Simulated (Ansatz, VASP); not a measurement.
**One calculation of ZnAu, two programs**

```
Zn Au
1.0
     3.21183    0.00000    0.00000
     0.00000    3.21183    0.00000
     0.00000    0.00000    3.21183
Zn Au
1 1
Direct
  0.50000 0.50000 0.50000
  0.00000 0.00000 0.00000
```

Change from the starting cell: volume scaled by 1.06, PAW files.

Alike in both runs: task electric field gradients; functional PBEsol; k mesh 13 × 13 × 13; occupations fermi-dirac, width 0.05 eV; no spin polarisation.

|  | VASP | Ansatz |
| --- | --- | --- |
| version | VASP 6.6.1 | Ansatz 0.2.0 |
| potentials or method | VASP PAW PBE potentials, release 64 (Zn, Au) | PAW with Ansatz's default frozen-core files, scalar-relativistic |
| plane-wave cutoff (eV) | 520 | 420 |
| valence electrons in the cell | 23 | 31 |

```tsv
	VASP	Ansatz	Ansatz less VASP
pressure (GPa)	-9.0	-9.1	-0.12
```

VASP's potentials were made for PBE, not for PBEsol. VASP's potentials hold 23 valence electrons a cell and Ansatz's 31, so a difference there can come from the potentials and not from the codes.

Spin-orbit coupling is off throughout.
